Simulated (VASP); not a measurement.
# Be2SbCl (P6/mmm) in VASP: notebook

The runs below take Be2SbCl through single point, with PBE.

All numbers are computed with VASP 6.6.1; they aren't measurements. Logs are shortened: lines on timing, memory, paths and dates and some standing lists are left out, and cuts for length are marked.

## (1) The cell of the first run

The structure is hexagonal, space group P6/mmm (No. 191). The conventional cell has a = 4.010 Å, b = 4.010 Å, c = 5.715 Å, α = 90.00°, β = 90.00°, γ = 120.00°. Be (site symmetry -6m2) has 3 Be at 2.31 Å and 3 Sb at 2.31 Å within 3.1 Å. Sb (site symmetry 6/mmm) has 6 Be at 2.31 Å and 2 Cl at 2.86 Å within 3.1 Å. Within 3.8 Å of Cl (site symmetry 6/mmm) lie 2 Sb at 2.86 Å and 12 Be at 3.68 Å.

## (2) Single point, PBE

File INCAR:

```
SYSTEM = Be2SbCl
PREC = Accurate ; ENCUT = 520
EDIFF = 1E-6 ; ISMEAR = 0
SIGMA = 0.1 ; LREAL = .False.
LASPH = .True. ; NELM = 60
ALGO = Normal ; ISIF = 2
LWAVE = .False. ; LCHARG = .False.
GGA = PE ; NBANDS = 16
```

File KPOINTS:

```
regular mesh
0
Gamma
  6 6 4
  0 0 0
```

File POSCAR:

```
Be2SbCl
1.0
    4.0095241400      0.0000000000      0.0000000000
   -2.0047620700      3.4723497600      0.0000000000
    0.0000000000      0.0000000000      5.7152010300
Be Sb Cl
2 1 1
Direct
    0.3333333300      0.6666666700      0.0000000000
    0.6666666700      0.3333333300      0.0000000000
    0.0000000000      0.0000000000      0.0000000000
    0.0000000000      0.0000000000      0.5000000000
```

Potentials or basis: VASP PAW PBE potentials, release 64 (Be, Sb, Cl).

Command:

```
$ cat potpaw_PBE.64/Be/POTCAR potpaw_PBE.64/Sb/POTCAR potpaw_PBE.64/Cl/POTCAR > POTCAR
$ mpirun -np 1 vasp_std > vasp.out
```

OUTCAR:

```text
SYSTEM = Be2SbCl
   PREC = Accurate
   ENCUT = 520
   EDIFF = 1E-6
   ISMEAR = 0
   LREAL = .False.
   LASPH = .True.
   NELM = 60
   ISIF = 2
   GGA = PE

 ion  position               nearest neighbor table
   1  0.333  0.667  0.000-   2 2.31   3 2.31   2 2.31   3 2.31   3 2.31   2 2.31
   2  0.667  0.333  0.000-   1 2.31   3 2.31   1 2.31   3 2.31   3 2.31   1 2.31
   3  0.000  0.000  0.000-   1 2.31   2 2.31   1 2.31   2 2.31   2 2.31   1 2.31   4 2.86   4 2.86

   4  0.000  0.000  0.500-   3 2.86   3 2.86

  LATTYP: Found a hexagonal cell.
 ALAT       =     4.0095241400
 C/A-ratio  =     1.4254063152

  Lattice vectors:

 A1 = (   4.0095241400,   0.0000000000,   0.0000000000)
 A2 = (  -2.0047620700,   3.4723497600,   0.0000000000)
 A3 = (   0.0000000000,   0.0000000000,   5.7152010300)

Analysis of symmetry for initial positions (statically):
=====================================================================
 Subroutine PRICEL returns:
 Original cell was already a primitive cell.

 Routine SETGRP: Setting up the symmetry group for a
 hexagonal supercell.

 Subroutine GETGRP returns: Found 24 space group operations
 (whereof 24 operations were pure point group operations)
 out of a pool of 24 trial point group operations.

The static configuration has the point symmetry D_6h.

Analysis of symmetry for dynamics (positions and initial velocities):
=====================================================================
 Subroutine PRICEL returns:
 Original cell was already a primitive cell.

 Routine SETGRP: Setting up the symmetry group for a
 hexagonal supercell.

 Subroutine GETGRP returns: Found 24 space group operations
 (whereof 24 operations were pure point group operations)
 out of a pool of 24 trial point group operations.

The dynamic configuration has the point symmetry D_6h.

 Subroutine INISYM returns: Found 24 space group operations
 (whereof 24 operations are pure point group operations),
 and found     1 'primitive' translations

----------------------------------------------------------------------------------------

                                     Primitive cell

  volume of cell :      79.5697

  direct lattice vectors                    reciprocal lattice vectors
     4.009524140  0.000000000  0.000000000     0.249406155  0.143994711  0.000000000
    -2.004762070  3.472349760  0.000000000     0.000000000  0.287989422  0.000000000
     0.000000000  0.000000000  5.715201030     0.000000000  0.000000000  0.174971973

  length of vectors
     4.009524140  4.009524138  5.715201030     0.287989422  0.287989422  0.174971973

  position of ions in fractional coordinates (direct lattice)
     0.333333330  0.666666670  0.000000000
     0.666666670  0.333333330  0.000000000
     0.000000000  0.000000000  0.000000000
     0.000000000  0.000000000  0.500000000

  ion indices of the primitive-cell ions
   primitive index   ion index
                 1           1
                 2           2
                 3           3
                 4           4

----------------------------------------------------------------------------------------

 KPOINTS: regular mesh

Automatic generation of k-mesh.
 Grid dimensions read from file:
 generate k-points for:    6    6    4

 Generating k-lattice:

  Cartesian coordinates                     Fractional coordinates (reciprocal lattice)
     0.041567693  0.023999118  0.000000000     0.166666667  0.000000000  0.000000000
     0.000000000  0.047998237  0.000000000     0.000000000  0.166666667  0.000000000
     0.000000000  0.000000000  0.043742993     0.000000000  0.000000000  0.250000000

  Length of vectors
     0.047998237  0.047998237  0.043742993

  Shift w.r.t. Gamma in fractional coordinates (k-lattice)
     0.000000000  0.000000000  0.000000000

 Subroutine IBZKPT returns following result:
 ===========================================

 Found     21 irreducible k-points:

 Following reciprocal coordinates:
            Coordinates               Weight
  0.000000  0.000000  0.000000      1.000000
  0.166667  0.000000  0.000000      6.000000
  0.333333  0.000000  0.000000      6.000000
  0.500000  0.000000  0.000000      3.000000
  0.166667  0.166667  0.000000      6.000000
  0.333333  0.166667  0.000000     12.000000
[... 13 lines left out ...]
  0.333333  0.166667  0.500000     12.000000
  0.333333  0.333333  0.500000      2.000000
   k-points           NKPTS =     21   k-points in BZ     NKDIM =     21   number of bands    NBANDS=     16
   number of dos      NEDOS =    301   number of ions     NIONS =      4
   total plane-waves  NPLWV =  43200
   dimension x,y,z NGX =    30 NGY =   30 NGZ =   48
   dimension x,y,z NGXF=    60 NGYF=   60 NGZF=   96
   ions per type =               2   1   1
   NGX,Y,Z   is equivalent  to a cutoff of  12.44, 12.44, 13.96 a.u.
   NGXF,Y,Z  is equivalent  to a cutoff of  24.88, 24.88, 27.92 a.u.
 SYSTEM =  Be2SbCl
   PREC   = accura    normal or accurate (medium, high low for compatibility)
   ISTART =      0    job   : 0-new  1-cont  2-samecut
   ICHARG =      2    charge: 1-file 2-atom 10-const
   ISPIN  =      1    spin polarized calculation?
   LNONCOLLINEAR =      F non collinear calculations
   LSORBIT =      F    spin-orbit coupling
   LASPH  =      T    aspherical Exc in radial PAW
   ENCUT  =  520.0 eV  38.22 Ry    6.18 a.u.   7.46  7.46 10.63*2*pi/ulx,y,z
   NELM   =     60;   NELMIN=  2; NELMDL= -5     # of ELM steps
   EDIFF  = 0.1E-05   stopping-criterion for ELM
   LREAL  =      F    real-space projection
   EDIFFG = 0.1E-04   stopping-criterion for IOM
   NSW    =      0    number of steps for IOM
   IBRION =     -1    ionic relax: 0-MD 1-quasi-New 2-CG
   NFREE  =      0    steps in history (QN), initial steepest desc. (CG)
   ISIF   =      2    stress and relaxation
   ISYM   =      2    0-nonsym 1-usesym 2-fastsym
   POTIM  = 0.5000    time-step for ionic-motion
   TEBEG  =    0.0;   TEEND  =   0.0 temperature during run
   PSTRESS=    0.0 pullay stress
   NELECT =      16.0000    total number of electrons
   NUPDOWN=      -1.0000    fix difference up-down
   EMIN   =  10.00;   EMAX   =-10.00  energy-range for DOS
   EFERMI =   0.00;   METHOD = LEGACY
   ISMEAR =     0;   SIGMA  =   0.10  broadening in eV -4-tet -1-fermi 0-gaus
   EFERMI_NEDOS =   21; number of points for ismear=-14 and -15
   IALGO  =     38    algorithm
   IMIX   =      4    mixing-type and parameters
     AMIX     =   0.40;   BMIX     =  1.00
     AMIX_MAG =   1.60;   BMIX_MAG =  1.00
  volume/ion in A,a.u.               =      19.89       134.24
  Fermi-wavevector in a.u.,A,eV,Ry     =   0.959104  1.812443 12.515725  0.919880
  Thomas-Fermi vector in A             =   2.088270
   LORBIT       =      0    0 simple, 1 ext, 2 COOP (PROOUT), +10 PAW based schemes
   GGA     = PE    functional components
   LHFCALC =     F    Hartree Fock is set to
   AEXX    =    0.0000 exact exchange contribution
   IVDW    =     0    specifies the selected vdW correction
   LEPSILON=     F    determine dielectric tensor
   LRPA    =     F    only Hartree local field effects (RPA)
 non-spin polarized calculation
 Gauss-broadening in eV      SIGMA  =   0.10
  energy-cutoff  :      520.00
  volume of cell :       79.57
 maximum number of plane-waves:      2162
 NGX is ok and might be reduce to    30
   NGX = 15   NGY = 15   NGZ = 21

 number of electron      15.9999998 magnetization

 Free energy of the ion-electron system (eV)
  ---------------------------------------------------
  ext. energy  EPLUGINS =         0.00000000
  ---------------------------------------------------
  free energy    TOTEN  =       -11.07282796 eV

  energy without entropy =      -11.05231473  energy(sigma->0) =      -11.06257134

 E-fermi :   4.3629     XC(G=0):  -8.7713

 val. band max:        4.3224846494   @ k =   0.1667   0.0000   0.2500
 cond. band min:       4.3665075954   @ k =   0.5000   0.0000   0.0000
 fundamental gap:      0.0440229460
 Fermi energy:         4.3629091876

 k-point     1 :       0.0000    0.0000    0.0000
  band No.  band energies     occupation
      1     -10.5232      2.00000
      2      -7.7548      2.00000
      3      -1.6175      2.00000
      4       1.5139      2.00000
      5       1.5139      2.00000
      6       2.9679      2.00000
[... 8 lines left out ...]
     15      11.1962      0.00000
     16      12.9522      0.00000

 k-point     2 :       0.1667    0.0000    0.0000
  band No.  band energies     occupation
      1     -10.4581      2.00000
      2      -7.5503      2.00000
      3      -1.4137      2.00000
      4      -0.2390      2.00000
      5       0.5350      2.00000
      6       2.3399      2.00000
[... 8 lines left out ...]
     15      10.3966      0.00000
     16      12.1281      0.00000

 k-point     3 :       0.3333    0.0000    0.0000
  band No.  band energies     occupation
      1     -10.3260      2.00000
      2      -6.9880      2.00000
      3      -2.4413      2.00000
      4      -0.9389      2.00000
      5      -0.5086      2.00000
      6       1.7418      2.00000
[... 8 lines left out ...]
     15      11.3143      0.00000
     16      11.9625      0.00000

 k-point     4 :       0.5000    0.0000    0.0000
  band No.  band energies     occupation
      1     -10.2593      2.00000
      2      -6.5346      2.00000
      3      -3.4827      2.00000
      4      -0.8791      2.00000
      5      -0.6530      2.00000
      6       1.4882      2.00000
[... 8 lines left out ...]
     15      12.1427      0.00000
     16      12.2767      0.00000
[... 267 lines left out ...]
 k-point    19 :       0.1667    0.1667    0.5000
  band No.  band energies     occupation
      1     -10.2051      2.00000
      2      -7.6609      2.00000
      3      -1.6130      2.00000
      4      -0.6806      2.00000
      5       1.0957      2.00000
      6       1.4867      2.00000
[... 8 lines left out ...]
     15      12.4775      0.00000
     16      12.6128      0.00000

 k-point    20 :       0.3333    0.1667    0.5000
  band No.  band energies     occupation
      1     -10.1395      2.00000
      2      -7.0565      2.00000
      3      -2.9957      2.00000
      4      -1.5377      2.00000
      5       1.0309      2.00000
      6       1.5591      2.00000
[... 8 lines left out ...]
     15      13.0506      0.00000
     16      13.1715      0.00000

 k-point    21 :       0.3333    0.3333    0.5000
  band No.  band energies     occupation
      1     -10.1174      2.00000
      2      -6.8034      2.00000
      3      -2.7220      2.00000
      4      -2.7220      2.00000
      5       1.3538      2.00000
      6       1.3538      2.00000
[... 8 lines left out ...]
     15      12.7343      0.00000
     16      14.1216      0.00000

------------------------ aborting loop because EDIFF is reached ----------------------------------------

  FORCE on cell =-STRESS in cart. coord.  units (eV):
  Direction    XX          YY          ZZ          XY          YZ          ZX
  --------------------------------------------------------------------------------------
  -------------------------------------------------------------------------------------
  Total        6.3112428      6.3112428     -0.1130552      0.0000000      0.0000000     -0.0000000
  in kB      127.0801337    127.0801335     -2.2764251      0.0000000      0.0000000     -0.0000000
  external PRESSURE =      83.9612807 kB  Pullay stress =       0.0000000 kB

 VOLUME and BASIS-vectors are now :
 -----------------------------------------------------------------------------
  energy-cutoff  :      520.00
  volume of cell :       79.57
      direct lattice vectors                 reciprocal lattice vectors
     4.009524140  0.000000000  0.000000000     0.249406155  0.143994711  0.000000000
    -2.004762070  3.472349760  0.000000000     0.000000000  0.287989422  0.000000000
     0.000000000  0.000000000  5.715201030     0.000000000  0.000000000  0.174971973

 POSITION                                       TOTAL-FORCE (eV/Angst)
 -----------------------------------------------------------------------------------
     -0.00000      2.31490      0.00000         0.000000     -0.000000      0.000000
      2.00476      1.15745      0.00000        -0.000000      0.000000      0.000000
      0.00000      0.00000      0.00000        -0.000000      0.000000      0.000000
      0.00000      0.00000      2.85760        -0.000000      0.000000      0.000000
 -----------------------------------------------------------------------------------
    total drift:                                0.000000     -0.000000     -0.000000

  FREE ENERGIE OF THE ION-ELECTRON SYSTEM (eV)
  ---------------------------------------------------
  free  energy   TOTEN  =       -11.0728279612 eV

  energy  without entropy=      -11.0523147254  energy(sigma->0) =      -11.06257134
```

Wall time 35 s (1 thread of Intel Xeon Platinum 8375C at 2.90GHz (Ice Lake), shared host); peak memory 0.2 GiB.

Results:

| Property | Result |
| --- | --- |
| Free energy | -11.0728 eV |
| Pressure | 8.4 GPa |
| Band gap on the k mesh | zero (band 8 reaches 5.44 eV, above the bottom of band 9 at 3.52 eV) |

Stress tensor (GPa, compression positive):
```
12.71  0.00  0.00
 0.00 12.71  0.00
 0.00  0.00 -0.23
```

Caveat: spin-orbit coupling is left out, which moves the levels of the heavy elements.

(Part 1 of 2 ends here.)
